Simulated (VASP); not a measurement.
Runs of VASP 6.6.1 on Al. The structure is that of space group Pmmn (No. 59), or close to it. The cells are those of the table. 

```tsv
cell	k mesh	smearing	gap on the mesh (eV)	largest force (eV/Å)
a = 2.839, b = 4.016, c = 24.938 Å, 8 atoms	12 × 9 × 1	gaussian 0.1 eV	none	(a)
a = 2.839, b = 4.016, c = 14.938 Å, 8 atoms	12 × 9 × 1	gaussian 0.1 eV	none	0.27
a = 2.839, b = 4.016, c = 24.938 Å, 8 atoms	1 × 9 × 1	gaussian 0.1 eV	0.46	2.07
a = 2.839, b = 4.016, c = 24.938 Å, 8 atoms	12 × 9 × 1	gaussian 1.5 eV	none	0.22
a = 2.839, b = 4.016, c = 24.938 Å, 8 atoms	12 × 9 × 1	gaussian 0.01 eV	none	0.27
a = 2.839, b = 4.016, c = 24.938 Å, 8 atoms	2 × 2 × 1	gaussian 0.1 eV	none	(b)
```

Alike in all rows: task single point; level PBEsol; potentials or basis VASP PAW PBE potentials, release 64 (Al); no spin polarisation; cutoff (eV) 520.

Estimate the missing entries.

(a) 0.25; (b) 0.77.

Caveats: some runs use coarse meshes; the PAW data sets were made with another functional, which shifts forces and pressure a little.

A k mesh can miss the band edges.

A gap of «none» marks levels without a gap at the run's occupations.
